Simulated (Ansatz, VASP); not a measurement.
**Two plane-wave programs on Mn**

POSCAR

```
Mn
1.0
    0.0000000000      1.9244273716      1.9244273716
    1.9244273716      0.0000000000      1.9244273716
    1.9244273716      1.9244273716      0.0000000000
Mn
1
Direct
    0.0000000000      0.0000000000      0.0000000000
```

INCAR.step1

```
SYSTEM = Mn
ALGO     = Normal         ! electronic algorithm
EDIFF    = 1E-4           ! SCF threshold, eV
ENCUT    = 520            ! plane-wave cutoff, eV
GGA      = PE             ! functional
ISMEAR   = -1             ! smearing method
ISPIN    = 2              ! spin polarisation
LASPH    = .TRUE.         ! aspherical terms in the spheres
LCHARG   = .FALSE.        ! write CHGCAR
LMAXMIX  = 4              ! l up to which the mixer works
LREAL    = .FALSE.        ! projectors in reciprocal space
LWAVE    = .TRUE.         ! write WAVECAR
MAGMOM   = 3.802          ! initial moments
NBANDS   = 16             ! bands
NELM     = 150            ! most SCF steps
PREC     = Accurate       ! precision mode
SIGMA    = 0.05           ! smearing width, eV
```

INCAR.step2

```
SYSTEM = Mn
ALGO     = Normal         ! electronic algorithm
EDIFF    = 1E-6           ! SCF threshold, eV
ENCUT    = 520            ! plane-wave cutoff, eV
ISIF     = 2              ! what is computed and relaxed
ISMEAR   = -1             ! smearing method
ISPIN    = 2              ! spin polarisation
ISTART   = 1            
LASPH    = .TRUE.         ! aspherical terms in the spheres
LCHARG   = .FALSE.        ! write CHGCAR
LMAXMIX  = 4              ! l up to which the mixer works
LMIXTAU  = .TRUE.       
LORBIT   = 11             ! projections on sites
LREAL    = .FALSE.        ! projectors in reciprocal space
LWAVE    = .FALSE.        ! write WAVECAR
MAGMOM   = 3.802          ! initial moments
METAGGA  = R2SCAN         ! meta-GGA
NBANDS   = 16             ! bands
NELM     = 150            ! most SCF steps
PREC     = Accurate       ! precision mode
SIGMA    = 0.05           ! smearing width, eV
```

The input KPOINTS:

```
k-points
0
G
  15 15 15
  0 0 0
```

Input for Ansatz:

```yaml
crystal:
  lattice:
    - [0.0, 1.9244273716, 1.9244273716]
    - [1.9244273716, 0.0, 1.9244273716]
    - [1.9244273716, 1.9244273716, 0.0]
  atoms:
    - { symbol: Mn, position: [0.0, 0.0, 0.0], spin: 3.802 }
hamiltonian:
  xc: r2scan
  pseudopotentials:
    kind: paw
    azcp:
      Mn: "pseudopotentials/Mn.paw.azcp"
basis:
  ecutwfc: 500
  fft_grid_basis: typed
kpoints:
  mp_grid: { grid: [15, 15, 15], shift: [0, 0, 0] }
magnetization:
  spin_polarized: true
scf:
  occupations: { method: fermi_dirac, width: 0.05 }
  lower_state_search: "off"
output:
  stress: true
  write_density: true
  write_potential: true
  elf: true
  volumetric_format: npy
```

Alike in both runs: task single point; functional r2SCAN; k mesh 15 × 15 × 15; occupations fermi-dirac, width 0.05 eV; collinear spin.

|  | VASP | Ansatz |
| --- | --- | --- |
| version | VASP 6.6.1 | Ansatz 0.2.0 |
| potentials or method | VASP PAW PBE potentials, release 64 (Mn_pv), cutoff 520 eV | plane waves (500 eV) with PAW, scalar-relativistic |
| valence electrons in the cell | 13 | 15 |

```csv
,VASP,Ansatz,Ansatz less VASP
pressure (GPa),7.1,7.0,-0.07
net moment per atom (μB),3.69,3.68,-0.003
size of the moment on the site where the two differ most (μB),3.62,3.65,+0.026
```

VASP's potentials were made for PBE, not for r2SCAN. Site moments also hang on the region over which each program counts them. With one functional, cell and mesh, what is left measures potentials, basis and numerics. VASP's potentials hold 13 valence electrons a cell and Ansatz's 15, so a difference there can come from the potentials and not from the codes. Ansatz's warnings: stability check not made.
